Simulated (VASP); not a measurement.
A run of VASP 6.6.1 is set up as follows.

File INCAR:

```
SYSTEM = Rh
PREC = Accurate ; ENCUT = 520
EDIFF = 1E-6 ; ISMEAR = -1
SIGMA = 0.1 ; LREAL = .False.
LASPH = .True. ; NELM = 100
ALGO = Normal ; ISIF = 2
LWAVE = .False. ; LCHARG = .False.
NBANDS = 38
```

KPOINTS

```
regular mesh
0
Gamma
  9 9 3
  0 0 0
```

The input POSCAR:

```
Rh
1.0
    2.6917446200      0.0000000000      0.0000000000
   -1.3458723100      2.3311192200      0.0000000000
    0.0000000000      0.0000000000      8.7980701300
Rh
4
Direct
    0.0000000000      0.0000000000      0.0000000000
    0.3333333318      0.6666666710      0.2499999997
   -0.0107244622     -0.0214489244      0.4999999994
    0.6666666720      0.3333333290      0.7500000003
```

Potentials or basis: VASP PAW LDA potentials, release 64 (Rh_pv).

Command:

```sh
$ cat potpaw_LDA.64/Rh_pv/POTCAR > POTCAR
$ mpirun -np 1 vasp_std > vasp.out
```

(1) Predict the band gap on the k mesh.

(2) Predict the pressure.

(3) Predict the largest force.

Answers

(1) zero (band 30 reaches 12.25 eV, above the bottom of band 31 at 10.63 eV).

(2) -10.6 GPa.

(3) 0.173 eV/Å.
